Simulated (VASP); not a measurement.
KH3F4, 16 atoms in the cell. It takes space group R-3c (No. 167, trigonal). Conventional cell: a = 7.553 Å, b = 7.553 Å, c = 11.968 Å, α = 90.00°, β = 90.00°, γ = 120.00°. F (site symmetry 2) has 1 H at 0.79 Å within 1.1 Å. Within 2.2 Å of F (site symmetry 32) lie 3 H at 1.65 Å. H (site symmetry 2) has 1 F at 0.79 Å within 1.1 Å. Within 3.6 Å of K (site symmetry -3) lie 8 F at 2.75 to 2.99 Å and 12 H at 3.21 to 3.42 Å. 

```yaml
Program: VASP 6.6.1
Task: single point
Functional: r2SCAN
Potentials_or_basis: VASP PAW PBE potentials, release 64 (F, H, K_sv)
Cutoff: 520 eV
k_mesh: 5 × 5 × 5
Occupations: gaussian, width 0.1627 eV
Spin: no spin polarisation
Dipole_correction: no
Further_INCAR_settings: LREAL = Auto; ALGO = Normal; EDIFF = 1e-06; NBANDS = 54
```

Potentials or basis: VASP PAW PBE potentials, release 64 (F, H, K_sv).

Command:

```console
$ cat potpaw_PBE.64/F/POTCAR potpaw_PBE.64/H/POTCAR potpaw_PBE.64/K_sv/POTCAR > POTCAR
$ cp INCAR.step1 INCAR
$ mpirun -np 1 vasp_std > vasp.out
$ cp INCAR.step2 INCAR
$ mpirun -np 1 vasp_std > vasp.out
```

Hardware: 1 thread of Intel(R) Xeon(R) Platinum 8559C (Emerald Rapids) (shared host).

Question: Estimate the wall time of this run.

Answer: Wall time 13 min on 1 thread of Intel(R) Xeon(R) Platinum 8559C (Emerald Rapids) (shared host), peak memory 0.41 GiB. Counts: k points 19.
